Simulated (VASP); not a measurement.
# MgS (P6_3mc) in VASP: further runs, part 2 of 2

VASP 6.6.1. The steps go on from the part before.

**3. Single point, r2SCAN (uniaxial z strain +2.1%)**

The input, POSCAR:

```
MgS
1.0
    4.0286256366      0.0000000000      0.0000000000
   -2.0143128183      3.4888921436      0.0000000000
    0.0000000000      0.0000000000      6.5873533515
Mg S
2 2
Direct
    0.3333333333      0.6666666667     -0.0007067579
    0.6666666667      0.3333333333      0.4992932421
    0.3333333333      0.6666666667      0.3757067579
    0.6666666667      0.3333333333      0.8757067579
```

The input, INCAR.step1:

```
SYSTEM = MgS
PREC = Accurate ; ENCUT = 520
ISMEAR = 0 ; SIGMA = 0.01
LREAL = .False. ; LASPH = .True.
NELM = 100 ; NBANDS = 16
GGA = PE ; ALGO = Normal
EDIFF = 1E-4 ; LWAVE = .True.
LCHARG = .False.
```

The input, INCAR.step2:

```
SYSTEM = MgS
PREC = Accurate ; ENCUT = 520
EDIFF = 1E-6 ; ISMEAR = 0
SIGMA = 0.01 ; LREAL = .False.
LASPH = .True. ; NELM = 100
ALGO = Normal ; ISIF = 2
LWAVE = .False. ; LCHARG = .False.
METAGGA = R2SCAN ; LMIXTAU = .True.
NBANDS = 16 ; ISTART = 1
```

The input, KPOINTS:

```
regular mesh
0
Gamma
  12 12 4
  0 0 0
```

Potentials or basis: VASP PAW PBE potentials, release 64 (Mg, S).

Run with:

```console
$ cat potpaw_PBE.64/Mg/POTCAR potpaw_PBE.64/S/POTCAR > POTCAR
$ cp INCAR.step1 INCAR
$ mpirun -np 1 vasp_std > vasp.out
$ cp INCAR.step2 INCAR
$ mpirun -np 1 vasp_std > vasp.out
```

OUTCAR:

```text
SYSTEM = MgS
   PREC = Accurate
   ENCUT = 520
   EDIFF = 1E-6
   ISMEAR = 0
   LREAL = .False.
   LASPH = .True.
   NELM = 100
   ISIF = 2
   METAGGA = R2SCAN
   ISTART = 1

 ion  position               nearest neighbor table
   1  0.333  0.667  0.999-   4 2.46   4 2.46   4 2.46   3 2.48
   2  0.667  0.333  0.499-   3 2.46   3 2.46   3 2.46   4 2.48
   3  0.333  0.667  0.376-   2 2.46   2 2.46   2 2.46   1 2.48
   4  0.667  0.333  0.876-   1 2.46   1 2.46   1 2.46   2 2.48

  LATTYP: Found a hexagonal cell.
 ALAT       =     4.0286256366
 C/A-ratio  =     1.6351366311

  Lattice vectors:

 A1 = (   4.0286256366,   0.0000000000,   0.0000000000)
 A2 = (  -2.0143128183,   3.4888921436,   0.0000000000)
 A3 = (   0.0000000000,   0.0000000000,   6.5873533515)

Analysis of symmetry for initial positions (statically):
=====================================================================
 Subroutine PRICEL returns:
 Original cell was already a primitive cell.

 Routine SETGRP: Setting up the symmetry group for a
 hexagonal supercell.

 Subroutine GETGRP returns: Found 12 space group operations
 (whereof  6 operations were pure point group operations)
 out of a pool of 24 trial point group operations.

The static configuration has the point symmetry C_3v.
 The point group associated with its full space group is C_6v.

Analysis of symmetry for dynamics (positions and initial velocities):
=====================================================================
 Subroutine PRICEL returns:
 Original cell was already a primitive cell.

 Routine SETGRP: Setting up the symmetry group for a
 hexagonal supercell.

 Subroutine GETGRP returns: Found 12 space group operations
 (whereof  6 operations were pure point group operations)
 out of a pool of 24 trial point group operations.
[... 118 lines left out ...]
   NUPDOWN=      -1.0000    fix difference up-down
   EMIN   =  10.00;   EMAX   =-10.00  energy-range for DOS
   EFERMI =   0.00;   METHOD = LEGACY
   ISMEAR =     0;   SIGMA  =   0.01  broadening in eV -4-tet -1-fermi 0-gaus
   EFERMI_NEDOS =   21; number of points for ismear=-14 and -15
   IALGO  =     38    algorithm
   IMIX   =      4    mixing-type and parameters
     AMIX     =   0.40;   BMIX     =  1.00
     AMIX_MAG =   1.60;   BMIX_MAG =  1.00
  volume/ion in A,a.u.               =      23.15       156.20
  Fermi-wavevector in a.u.,A,eV,Ry     =   0.911863  1.723172 11.313169  0.831494
  Thomas-Fermi vector in A             =   2.036192
   LORBIT       =      0    0 simple, 1 ext, 2 COOP (PROOUT), +10 PAW based schemes
   METAGGA = R2SCAN    functional components
   LHFCALC =     F    Hartree Fock is set to
   AEXX    =    0.0000 exact exchange contribution
   IVDW    =     0    specifies the selected vdW correction
   LEPSILON=     F    determine dielectric tensor
   LRPA    =     F    only Hartree local field effects (RPA)
 non-spin polarized calculation
 Gauss-broadening in eV      SIGMA  =   0.01
  energy-cutoff  :      520.00
  volume of cell :       92.59
 maximum number of plane-waves:      2539
 NGX is ok and might be reduce to    30
   NGX = 15   NGY = 15   NGZ = 25

 number of electron      16.0000002 magnetization

 Free energy of the ion-electron system (eV)
  ---------------------------------------------------
  ext. energy  EPLUGINS =         0.00000000
  ---------------------------------------------------
  free energy    TOTEN  =       -30.92305483 eV

  energy without entropy =      -30.92305483  energy(sigma->0) =      -30.92305483

 E-fermi :   0.7339     XC(G=0):  -8.6899

 val. band max:        0.6639284562   @ k =   0.0000   0.0000   0.0000
 cond. band min:       4.7563407891   @ k =   0.0000   0.0000   0.0000
 fundamental gap:      4.0924123328
 Fermi energy:         0.7338589304

 k-point     1 :       0.0000    0.0000    0.0000
  band No.  band energies     occupation
      1     -11.0360      2.00000
      2     -10.3632      2.00000
      3      -2.4499      2.00000
      4       0.2885      2.00000
      5       0.2885      2.00000
      6       0.6587      2.00000
[... 433 lines left out ...]
      3      -1.9694      2.00000
      4      -1.5326      2.00000
      5      -0.9043      2.00000
      6      -0.1624      2.00000
[... 8 lines left out ...]
     15      10.3450      0.00000
     16      11.5248      0.00000

 [... further k-points ...]
[... 5 lines left out ...]
  --------------------------------------------------------------------------------------
  -------------------------------------------------------------------------------------
  Total       -0.6351440     -0.6351440     -1.1882514      0.0000000      0.0000000     -0.0000000
  in kB      -10.9907502    -10.9907502    -20.5619115      0.0000000      0.0000000     -0.0000000
  external PRESSURE =     -14.1811373 kB  Pullay stress =       0.0000000 kB

 VOLUME and BASIS-vectors are now :
 -----------------------------------------------------------------------------
  energy-cutoff  :      520.00
  volume of cell :       92.59
      direct lattice vectors                 reciprocal lattice vectors
     4.028625637  0.000000000  0.000000000     0.248223610  0.143311968  0.000000000
    -2.014312818  3.488892144  0.000000000     0.000000000  0.286623936  0.000000000
     0.000000000  0.000000000  6.587353352     0.000000000  0.000000000  0.151806036

 POSITION                                       TOTAL-FORCE (eV/Angst)
 -----------------------------------------------------------------------------------
     -0.00000      2.32593      6.58270        -0.000000      0.000000     -0.003853
      2.01431      1.16296      3.28902         0.000000     -0.000000     -0.003853
     -0.00000      2.32593      2.47491         0.000000     -0.000000      0.003853
      2.01431      1.16296      5.76859         0.000000     -0.000000      0.003853
 -----------------------------------------------------------------------------------
    total drift:                               -0.000000     -0.000000     -0.010104

  FREE ENERGIE OF THE ION-ELECTRON SYSTEM (eV)
  ---------------------------------------------------
  free  energy   TOTEN  =       -30.9230548320 eV

  energy  without entropy=      -30.9230548320  energy(sigma->0) =      -30.92305483
```

Run time: 8 min. Hardware: 1 thread of Intel Xeon Platinum 8375C at 2.90GHz (Ice Lake), shared host; peak memory 0.26 GiB.

What came out:

```yaml
Free_energy: -30.9231 eV
Pressure: -1.4 GPa
Largest_force: 0.004 eV/Å
Band_gap_on_the_k_mesh: 4.09 eV, direct
```

Forces in eV/Å, atoms in the order of the input:
```
Mg   0.000  0.000 -0.004
Mg   0.000  0.000 -0.004
S    0.000  0.000  0.004
S    0.000  0.000  0.004
```

Stress tensor (GPa, compression positive):
```
-1.10  0.00  0.00
 0.00 -1.10  0.00
 0.00  0.00 -2.06
```

Levels at points of the mesh, in eV from the valence-band top:
```
           k point  band 4  band 5  band 6  band 7  band 8  band 9  band 10  band 11  band 12  band 13
(0.00, 0.00, 0.00)   -0.38   -0.38   -0.01    0.00    0.00    4.09     5.53     8.27     8.27     8.67
(0.50, 0.00, 0.00)   -2.32   -1.76   -1.05   -0.84   -0.34    5.43     5.69     6.43     8.17     8.94
(0.00, 0.00, 0.50)   -1.83   -0.19   -0.19   -0.19   -0.19    5.63     5.63     8.18     8.18     8.42
(0.50, 0.00, 0.50)   -2.94   -0.76   -0.76   -0.73   -0.73    5.21     5.21     6.95     6.95     9.89
```

Caveat: the cell differs from its parent crystal (uniaxial z strain +2.1%); the PAW data sets were made with another functional, which shifts forces and pressure a little. A k mesh can miss the band edges.

**4. Single point, r2SCAN (strain -4.0%)**

The input, POSCAR:

```
MgS
1.0
    3.8686891988      0.0000000000      0.0000000000
   -1.9343445994      3.3503831255      0.0000000000
    0.0000000000      0.0000000000      6.1981534621
Mg S
2 2
Direct
    0.3333333333      0.6666666667     -0.0031473047
    0.6666666667      0.3333333333      0.4968526953
    0.3333333333      0.6666666667      0.3781473047
    0.6666666667      0.3333333333      0.8781473047
```

The input, INCAR.step1:

```
PREC = Accurate
ENCUT = 520
ISMEAR = 0
SIGMA = 0.01
LREAL = F
LASPH = T
NELM = 100
NBANDS = 16
GGA = PE
ALGO = Normal
EDIFF = 1E-4
LWAVE = T
LCHARG = F
```

The input, INCAR.step2:

```
PREC = Accurate
ENCUT = 520
EDIFF = 1E-6
ISMEAR = 0
SIGMA = 0.01
LREAL = F
LASPH = T
NELM = 100
ALGO = Normal
ISIF = 2
LWAVE = F
LCHARG = F
METAGGA = R2SCAN
LMIXTAU = T
NBANDS = 16
ISTART = 1
```

The input, KPOINTS:

```
Automatic mesh
0
Gamma
  12 12 4
```

Run with:

```console
$ cat potpaw_PBE.64/Mg/POTCAR potpaw_PBE.64/S/POTCAR > POTCAR
$ cp INCAR.step1 INCAR
$ mpirun -np 1 vasp_std > vasp.out
$ cp INCAR.step2 INCAR
$ mpirun -np 1 vasp_std > vasp.out
```

It took 6.3 min on 1 thread of Intel Xeon Platinum 8375C at 2.90GHz (Ice Lake), shared host; peak memory 0.25 GiB.

The run converged. Its results:

| Item | Value |
| --- | --- |
| Free energy | -30.6807 eV |
| Pressure | 9.0 GPa |
| Band gap on the k mesh | 4.80 eV, direct |

Forces on the atoms (eV/Å):
```
Mg   0.000  0.000  0.003
Mg   0.000  0.000  0.003
S    0.000  0.000 -0.003
S    0.000  0.000 -0.003
```

Stress tensor (GPa, compression positive):
```
9.21 0.00 0.00
0.00 9.21 0.00
0.00 0.00 8.64
```

Levels at points of the mesh, in eV from the valence-band top:
| k point | band 6 | band 7 | band 8 | band 9 | band 10 | band 11 |
| --- | --- | --- | --- | --- | --- | --- |
| (0.00, 0.00, 0.00) | -0.14 | -0.14 | 0.00 | 4.80 | 5.82 | 8.36 |
| (0.50, 0.00, 0.00) | -1.40 | -1.08 | -0.50 | 5.32 | 5.72 | 6.90 |
| (0.00, 0.00, 0.50) | -0.39 | -0.39 | -0.39 | 6.20 | 6.20 | 8.47 |
| (0.50, 0.00, 0.50) | -1.00 | -0.93 | -0.93 | 5.28 | 5.28 | 7.10 |

Caveat: the cell differs from its parent crystal (strain -4.0%); the PAW data sets were made with another functional, which shifts forces and pressure a little.

**5. Single point, PBE (uniaxial z strain +2.1%)**

The input, INCAR:

```
SYSTEM = MgS
PREC = Accurate
ENCUT = 520
EDIFF = 1E-7
ISMEAR = -1
SIGMA = 0.02
LREAL = .False.
LASPH = .True.
NELM = 100
ALGO = Normal
ISIF = 2
LWAVE = .False.
LCHARG = .False.
GGA = PE
NBANDS = 16
```

The input, KPOINTS:

```
regular mesh
0
Gamma
  12 12 4
  0 0 0
```

The input, POSCAR:

```
MgS
1.0
    4.0286256366      0.0000000000      0.0000000000
   -2.0143128183      3.4888921436      0.0000000000
    0.0000000000      0.0000000000      6.5873533515
Mg S
2 2
Direct
    0.3333333333      0.6666666667     -0.0007067579
    0.6666666667      0.3333333333      0.4992932421
    0.3333333333      0.6666666667      0.3757067579
    0.6666666667      0.3333333333      0.8757067579
```

Potentials or basis: VASP PAW PBE potentials, release 64 (Mg, S).

Run with:

```console
$ cat potpaw_PBE.64/Mg/POTCAR potpaw_PBE.64/S/POTCAR > POTCAR
$ mpirun -np 1 vasp_std > vasp.out
```

OUTCAR:

```text
SYSTEM = MgS
   PREC = Accurate
   ENCUT = 520
   EDIFF = 1E-7
   ISMEAR = -1
   LREAL = .False.
   LASPH = .True.
   NELM = 100
   ISIF = 2
   GGA = PE

 ion  position               nearest neighbor table
   1  0.333  0.667  0.999-   4 2.46   4 2.46   4 2.46   3 2.48
   2  0.667  0.333  0.499-   3 2.46   3 2.46   3 2.46   4 2.48
   3  0.333  0.667  0.376-   2 2.46   2 2.46   2 2.46   1 2.48
   4  0.667  0.333  0.876-   1 2.46   1 2.46   1 2.46   2 2.48

  LATTYP: Found a hexagonal cell.
 ALAT       =     4.0286256366
 C/A-ratio  =     1.6351366311

  Lattice vectors:

 A1 = (   4.0286256366,   0.0000000000,   0.0000000000)
 A2 = (  -2.0143128183,   3.4888921436,   0.0000000000)
 A3 = (   0.0000000000,   0.0000000000,   6.5873533515)

Analysis of symmetry for initial positions (statically):
=====================================================================
 Subroutine PRICEL returns:
 Original cell was already a primitive cell.

 Routine SETGRP: Setting up the symmetry group for a
 hexagonal supercell.

 Subroutine GETGRP returns: Found 12 space group operations
 (whereof  6 operations were pure point group operations)
 out of a pool of 24 trial point group operations.
[... 165 lines left out ...]
  free energy    TOTEN  =       -16.97667730 eV

  energy without entropy =      -16.97667730  energy(sigma->0) =      -16.97667730

 E-fermi :   1.4003     XC(G=0):  -8.3044

 val. band max:        0.9570903375   @ k =   0.0000   0.0000   0.0000
 cond. band min:       4.3837410357   @ k =   0.0000   0.0000   0.0000
 fundamental gap:      3.4266506983
 Fermi energy:         1.4002691335

 k-point     1 :       0.0000    0.0000    0.0000
  band No.  band energies     occupation
      1     -10.2721      2.00000
      2      -9.6148      2.00000
      3      -2.1326      2.00000
      4       0.5874      2.00000
      5       0.5874      2.00000
      6       0.9522      2.00000
[... 433 lines left out ...]
      3      -1.6717      2.00000
      4      -1.2468      2.00000
      5      -0.5988      2.00000
      6       0.1450      2.00000
[... 8 lines left out ...]
     15       9.8801      0.00000
     16      11.1000      0.00000

 [... further k-points ...]
[... 5 lines left out ...]
  --------------------------------------------------------------------------------------
  -------------------------------------------------------------------------------------
  Total        0.0552214      0.0552214     -0.4967552      0.0000000      0.0000000      0.0000000
  in kB        0.9555698      0.9555698     -8.5960226      0.0000000      0.0000000      0.0000000
  external PRESSURE =      -2.2282944 kB  Pullay stress =       0.0000000 kB

 VOLUME and BASIS-vectors are now :
 -----------------------------------------------------------------------------
  energy-cutoff  :      520.00
  volume of cell :       92.59
      direct lattice vectors                 reciprocal lattice vectors
     4.028625637  0.000000000  0.000000000     0.248223610  0.143311968  0.000000000
    -2.014312818  3.488892144  0.000000000     0.000000000  0.286623936  0.000000000
     0.000000000  0.000000000  6.587353352     0.000000000  0.000000000  0.151806036

 POSITION                                       TOTAL-FORCE (eV/Angst)
 -----------------------------------------------------------------------------------
     -0.00000      2.32593      6.58270        -0.000000     -0.000000     -0.003155
      2.01431      1.16296      3.28902        -0.000000      0.000000     -0.003155
     -0.00000      2.32593      2.47491         0.000000     -0.000000      0.003155
      2.01431      1.16296      5.76859         0.000000      0.000000      0.003155
 -----------------------------------------------------------------------------------
    total drift:                               -0.000000      0.000000     -0.000031

  FREE ENERGIE OF THE ION-ELECTRON SYSTEM (eV)
  ---------------------------------------------------
  free  energy   TOTEN  =       -16.9766772963 eV

  energy  without entropy=      -16.9766772963  energy(sigma->0) =      -16.97667730
```

OSZICAR:

```text
N       E                     dE             d eps       ncg     rms          rms(c)
DAV:   1     0.617084642021E+02    0.61708E+02   -0.58343E+03  1824   0.798E+02
DAV:   2    -0.120651251557E+02   -0.73774E+02   -0.67151E+02  2672   0.136E+02
DAV:   3    -0.179317919826E+02   -0.58667E+01   -0.58431E+01  2496   0.415E+01
DAV:   4    -0.180022866573E+02   -0.70495E-01   -0.70487E-01  2248   0.561E+00
DAV:   5    -0.180035884820E+02   -0.13018E-02   -0.13018E-02  2488   0.775E-01    0.566E+00
DAV:   6    -0.170249154491E+02    0.97867E+00   -0.15250E+00  1928   0.567E+00    0.435E+00
DAV:   7    -0.169598385993E+02    0.65077E-01   -0.37388E-01  2256   0.284E+00    0.327E+00
DAV:   8    -0.169787078418E+02   -0.18869E-01   -0.41117E-02  1912   0.140E+00    0.218E+00
DAV:   9    -0.169761169760E+02    0.25909E-02   -0.45624E-03  2088   0.466E-01    0.512E-01
DAV:  10    -0.169765784485E+02   -0.46147E-03   -0.17832E-03  2248   0.192E-01    0.870E-02
DAV:  11    -0.169766669753E+02   -0.88527E-04   -0.16447E-04  2048   0.710E-02    0.570E-02
DAV:  12    -0.169766765501E+02   -0.95748E-05   -0.22507E-05  2248   0.248E-02    0.280E-03
DAV:  13    -0.169766773738E+02   -0.82369E-06   -0.12932E-06  2288   0.580E-03    0.273E-03
DAV:  14    -0.169766772963E+02    0.77470E-07   -0.76395E-08  1992   0.159E-03
   1 F= -.16976677E+02 E0= -.16976677E+02  d E =-.312196E-11
```

Run time: 1.8 min. Hardware: 1 thread of Intel Xeon Platinum 8375C at 2.90GHz (Ice Lake), shared host; peak memory 0.24 GiB.

What came out:

```yaml
Free_energy: -16.9767 eV
Pressure: -0.2 GPa
Largest_force: 0.003 eV/Å
Band_gap_on_the_k_mesh: 3.43 eV, direct
```

Forces in eV/Å, atoms in the order of the input:
```
Mg   0.000  0.000 -0.003
Mg   0.000  0.000 -0.003
S    0.000  0.000  0.003
S    0.000  0.000  0.003
```

Levels at points of the mesh, in eV from the valence-band top:
```
           k point  band 4  band 5  band 6  band 7  band 8  band 9  band 10  band 11  band 12  band 13
(0.00, 0.00, 0.00)   -0.37   -0.37    0.00    0.00    0.00    3.43     4.85     7.66     7.66     8.04
(0.50, 0.00, 0.00)   -2.32   -1.75   -1.03   -0.84   -0.34    4.90     5.22     5.78     7.60     8.25
(0.00, 0.00, 0.50)   -1.84   -0.19   -0.19   -0.19   -0.19    4.96     4.96     7.53     7.53     7.81
(0.50, 0.00, 0.50)   -2.92   -0.75   -0.75   -0.72   -0.72    4.69     4.69     6.33     6.33     9.24
```

Caveat: the cell differs from its parent crystal (uniaxial z strain +2.1%).

**6. The runs side by side**

| level | cell | smearing | gap on the mesh (eV) | pressure (GPa) |
| --- | --- | --- | --- | --- |
| PBE | a = 3.869, b = 3.869, c = 6.198 Å, angles 90.0, 90.0, 120.0°, 4 atoms | fermi-dirac 0.02 eV | 4.09 | 10.1 |
| r2SCAN | a = 4.029, b = 4.029, c = 6.587 Å, angles 90.0, 90.0, 120.0°, 4 atoms | gaussian 0.01 eV | 4.09 | -1.4 |
| r2SCAN | a = 3.869, b = 3.869, c = 6.198 Å, angles 90.0, 90.0, 120.0°, 4 atoms | gaussian 0.01 eV | 4.80 | 9.0 |
| PBE | a = 4.029, b = 4.029, c = 6.587 Å, angles 90.0, 90.0, 120.0°, 4 atoms | fermi-dirac 0.02 eV | 3.43 | -0.2 |

Alike in all rows: task single point; potentials or basis VASP PAW PBE potentials, release 64 (Mg, S); no spin polarisation; k mesh 12 × 12 × 4; cutoff (eV) 520.

Caveats: the PAW data sets were made with another functional, which shifts forces and pressure a little (some runs).

Total energies depend on the potentials used, so only differences within one code and one set of settings carry meaning.
